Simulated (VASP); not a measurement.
# Ta (Im-3m) in VASP: a series of runs, part 2 of 2

VASP 6.6.1. Earlier steps stand in the parts before.

### 3 Relaxation of cell and atoms, RPBE

This run uses another cell than the first one, of 18.06 Å³/atom, 0.969 times its volume.

Input file INCAR:

```
SYSTEM = Ta
PREC = Accurate
ENCUT = 600
EDIFF = 1E-6
ISMEAR = -1
SIGMA = 0.1
LREAL = .False.
LASPH = .True.
NELM = 60
ALGO = Normal
ISIF = 3
LWAVE = .False.
LCHARG = .False.
GGA = RP
IBRION = 2
NSW = 80
EDIFFG = -0.01
```

Input file KPOINTS:

```
Automatic mesh
0
Gamma
  13 13 13
  0 0 0
```

Input file POSCAR:

```
Ta
1.0
   -1.6529000000      1.6529000000      1.6529000000
    1.6529000000     -1.6529000000      1.6529000000
    1.6529000000      1.6529000000     -1.6529000000
Ta
1
Direct
    0.0000000000      0.0000000000      0.0000000000
```

Potentials or basis: VASP PAW PBE potentials, release 64 (Ta_pv).

Command:

```console
$ cat potpaw_PBE.64/Ta_pv/POTCAR > POTCAR
$ mpirun -np 1 vasp_std > vasp.out
```

Run time: 21 s. Hardware: 1 thread of Intel Xeon Platinum 8559C (Emerald Rapids), shared host; peak memory 0.16 GiB.

It converged, with:

```yaml
Free_energy: -11.3384 eV
Relaxed_volume: 18.65 Å³/atom
Relaxed_cell: a = 2.894 Å, b = 2.894 Å, c = 2.894 Å, α = 109.47°, β = 109.47°, γ = 109.47°
Space_group_after_relaxing_to_0.05_Å: Im-3m (No. 229)
Energy_gained_by_relaxing: 11.5 meV/atom
Ionic_steps: 4
Pressure_after_relaxing: 0.0 GPa
```

The path:
| step | energy change (eV) | largest force (eV/Å) | pressure (GPa) | volume (Å³) |
| --- | --- | --- | --- | --- |
| 1 | 0.0000 | 0.0000 | 6.45 | 18.06 |
| 2 | 0.0427 | 0.0000 | -11.82 | 20.03 |
| 3 | -0.0115 | 0.0000 | -0.14 | 18.66 |
| 4 | -0.0115 | 0.0000 | -0.02 | 18.65 |

Final structure:
```yaml
crystal:
  lattice:
    - [-1.67061, 1.67061, 1.67061]
    - [1.67061, -1.67061, 1.67061]
    - [1.67061, 1.67061, -1.67061]
  atoms:
    - { symbol: Ta, position: [0.00000, 0.00000, 0.00000] }
```

Levels at points of the mesh, in eV from the Fermi level:
| k point | band 1 | band 2 | band 3 | band 4 | band 5 | band 6 | band 7 | band 8 | band 9 |
| --- | --- | --- | --- | --- | --- | --- | --- | --- | --- |
| (0.00, 0.00, 0.00) | -33.25 | -33.25 | -33.25 | -7.79 | 0.74 | 0.74 | 0.74 | 3.90 | 3.90 |

Caveat: the PAW data sets were made with another functional, which shifts forces and pressure a little; spin-orbit coupling is left out, which moves the levels of the heavy elements. Zero-point motion and thermal expansion aren't in these numbers.

### 4 Single point, RPBE (volume scaled by 0.88)

Input file INCAR:

```
SYSTEM = Ta
ALGO = Normal ; EDIFF = 1E-6
ENCUT = 520 ; GGA = RP
ISIF = 2 ; ISMEAR = -1
LASPH = .True. ; LCHARG = .False.
LREAL = .False. ; LWAVE = .False.
NBANDS = 12 ; NELM = 100
PREC = Accurate ; SIGMA = 0.1
```

Input file KPOINTS:

```
k-points
0
Gamma
  22 22 22
  0 0 0
```

Input file POSCAR:

```
Ta
1.0
   -1.6006612668      1.6006612668      1.6006612668
    1.6006612668     -1.6006612668      1.6006612668
    1.6006612668      1.6006612668     -1.6006612668
Ta
1
Direct
    0.0000000000      0.0000000000      0.0000000000
```

Command:

```console
$ cat potpaw_PBE.64/Ta_pv/POTCAR > POTCAR
$ mpirun -np 1 vasp_std > vasp.out
```

Wall time 27 s (1 thread of Intel Xeon Platinum 8559C (Emerald Rapids), shared host); peak memory 0.19 GiB.

The run converged. Its results:

| Item | Value |
| --- | --- |
| Free energy | -11.1443 eV |
| Pressure | 30.3 GPa |

Levels at points of the mesh, in eV from the Fermi level:
```csv
k point,band 4,band 5,band 6,band 7,band 8,band 9
"(0.00, 0.00, 0.00)",-8.28,0.73,0.73,0.73,4.35,4.35
"(0.50, 0.00, 0.00)",-4.82,-1.84,2.03,4.31,5.45,8.75
"(0.50, 0.50, 0.50)",-4.40,-4.40,7.63,7.63,7.63,9.54
```

Caveat: the cell differs from its parent crystal (volume scaled by 0.88); the PAW data sets were made with another functional, which shifts forces and pressure a little; spin-orbit coupling is left out, which moves the levels of the heavy elements.

### 5 Single point, RPBE (volume scaled by 0.92)

Input file INCAR:

```
ALGO = Normal ; EDIFF = 1E-7
ENCUT = 520 ; GGA = RP
ISIF = 2 ; ISMEAR = -1
LASPH = T ; LCHARG = T
LELF = T ; LREAL = F
LVHAR = T ; LWAVE = F
NBANDS = 12 ; NELM = 80
PREC = Accurate ; SIGMA = 0.1
```

Input file KPOINTS:

```
k-points
0
Gamma
  22 22 22
```

Input file POSCAR:

```
Ta
1.0
   -1.6245552562      1.6245552562      1.6245552562
    1.6245552562     -1.6245552562      1.6245552562
    1.6245552562      1.6245552562     -1.6245552562
Ta
1
Direct
    0.0000000000      0.0000000000      0.0000000000
```

Command:

```console
$ cat potpaw_PBE.64/Ta_pv/POTCAR > POTCAR
$ mpirun -np 1 vasp_std > vasp.out
```

It took 34 s on 1 thread of Intel Xeon Platinum 8559C (Emerald Rapids), shared host; peak memory 0.19 GiB.

It converged, with:

| Property | Result |
| --- | --- |
| Free energy | -11.2566 eV |
| Pressure | 18.2 GPa |

Levels at points of the mesh, in eV from the Fermi level:
```tsv
k point	band 4	band 5	band 6	band 7	band 8	band 9
(0.00, 0.00, 0.00)	-8.11	0.74	0.74	0.74	4.19	4.19
(0.50, 0.00, 0.00)	-4.61	-1.69	1.78	4.11	5.20	8.29
(0.50, 0.50, 0.50)	-4.11	-4.11	7.24	7.24	7.24	9.09
```

Caveat: the cell differs from its parent crystal (volume scaled by 0.92); the PAW data sets were made with another functional, which shifts forces and pressure a little; spin-orbit coupling is left out, which moves the levels of the heavy elements.

### 6 Single point, RPBE (volume scaled by 0.96)

Input file INCAR:

```
SYSTEM = Ta
PREC = Accurate
ENCUT = 520
EDIFF = 1E-6
ISMEAR = -1
SIGMA = 0.1
LREAL = .FALSE.
LASPH = .TRUE.
NELM = 60
ALGO = Normal
ISIF = 2
LWAVE = .FALSE.
LCHARG = .TRUE.
GGA = RP
LELF = .TRUE.
LVHAR = .TRUE.
NBANDS = 12
```

Input file KPOINTS:

```
regular mesh
0
G
  22 22 22
  0 0 0
```

Input file POSCAR:

```
Ta
1.0
   -1.6477663244      1.6477663244      1.6477663244
    1.6477663244     -1.6477663244      1.6477663244
    1.6477663244      1.6477663244     -1.6477663244
Ta
1
Direct
    0.0000000000      0.0000000000      0.0000000000
```

Potentials or basis: VASP PAW PBE potentials, release 64 (Ta_pv).

Command:

```console
$ cat potpaw_PBE.64/Ta_pv/POTCAR > POTCAR
$ mpirun -np 1 vasp_std > vasp.out
```

OUTCAR:

```text
SYSTEM = Ta
   PREC = Accurate
   ENCUT = 520
   EDIFF = 1E-6
   ISMEAR = -1
   LREAL = .FALSE.
   LASPH = .TRUE.
   NELM = 60
   ISIF = 2
   GGA = RP

 ion  position               nearest neighbor table
   1  0.000  0.000  0.000-

  LATTYP: Found a body centered cubic cell.
 ALAT       =     3.2955326488

  Lattice vectors:

 A1 = (  -1.6477663244,   1.6477663244,   1.6477663244)
 A2 = (   1.6477663244,  -1.6477663244,   1.6477663244)
[... 539 lines left out ...]
     12      22.6449      0.00000

 [... further k-points ...]

------------------------ aborting loop because EDIFF is reached ----------------------------------------

  FORCE on cell =-STRESS in cart. coord.  units (eV):
  Direction    XX          YY          ZZ          XY          YZ          ZX
  --------------------------------------------------------------------------------------
  -------------------------------------------------------------------------------------
  Total        0.9194329      0.9194329      0.9194329     -0.0000000     -0.0000000      0.0000000
  in kB       82.3159076     82.3159076     82.3159076     -0.0000000     -0.0000000      0.0000000
  external PRESSURE =      82.3159076 kB  Pullay stress =       0.0000000 kB

 VOLUME and BASIS-vectors are now :
 -----------------------------------------------------------------------------
  energy-cutoff  :      520.00
  volume of cell :       17.90
      direct lattice vectors                 reciprocal lattice vectors
    -1.647766324  1.647766324  1.647766324     0.000000000  0.303441084  0.303441084
     1.647766324 -1.647766324  1.647766324     0.303441084  0.000000000  0.303441084
     1.647766324  1.647766324 -1.647766324     0.303441084  0.303441084  0.000000000

 POSITION                                       TOTAL-FORCE (eV/Angst)
 -----------------------------------------------------------------------------------
      0.00000      0.00000      0.00000         0.000000     -0.000000     -0.000000
 -----------------------------------------------------------------------------------
    total drift:                                0.000000      0.000000     -0.000000

  FREE ENERGIE OF THE ION-ELECTRON SYSTEM (eV)
  ---------------------------------------------------
  free  energy   TOTEN  =       -11.3177677426 eV

  energy  without entropy=      -11.2743135139  energy(sigma->0) =      -11.29604063
```

stdout:

```text
POSCAR found type information on POSCAR Ta
 POSCAR found :  1 types and       1 ions
 scaLAPACK will be used
 -----------------------------------------------------------------------------
|                                                                             |
|                                                                             |
|     You enforced a specific xc type in the INCAR file but a different       |
|     I HOPE YOU KNOW WHAT YOU ARE DOING!                                     |
|                                                                             |
 -----------------------------------------------------------------------------

 LDA part: xc-table for (Slater+PW92), standard interpolation
 POSCAR, INCAR and KPOINTS ok, starting setup
 FFT: planning ... GRIDC
 FFT: planning ... GRID_SOFT
 FFT: planning ... GRID
 WAVECAR not read
 entering main loop
```

It took 26 s on 1 thread of Intel Xeon Platinum 8559C (Emerald Rapids), shared host; peak memory 0.19 GiB.

Results:

```
Free energy : -11.3178 eV
Pressure    : 8.2 GPa
```

Caveat: the cell differs from its parent crystal (volume scaled by 0.96); the PAW data sets were made with another functional, which shifts forces and pressure a little; spin-orbit coupling is left out, which moves the levels of the heavy elements.

### 7 Summary

| task | cell | k mesh | cutoff (eV) | gap on the mesh (eV) | pressure (GPa) |
| --- | --- | --- | --- | --- | --- |
| single point | a = 2.893 Å, angles 109.5°, 1 atom | 13 × 13 × 13 | 520 | none | 0.1 |
| relaxation of cell and atoms | relaxed from a = 2.863 Å, angles 109.5°, 1 atom | 13 × 13 × 13 | 600 | none | 0.0 |
| single point | a = 2.772 Å, angles 109.5°, 1 atom | 22 × 22 × 22 | 520 | none | 30.3 |
| single point | a = 2.814 Å, angles 109.5°, 1 atom | 22 × 22 × 22 | 520 | none | 18.2 |
| single point | a = 2.854 Å, angles 109.5°, 1 atom | 22 × 22 × 22 | 520 | none | 8.2 |

Alike in all rows: level RPBE; potentials or basis VASP PAW PBE potentials, release 64 (Ta_pv); no spin polarisation; smearing fermi-dirac 0.1 eV.

Caveats: the PAW data sets were made with another functional, which shifts forces and pressure a little; spin-orbit coupling is left out, which moves the levels of the heavy elements.

Total energies depend on the potentials used, so only differences within one code and one set of settings carry meaning.
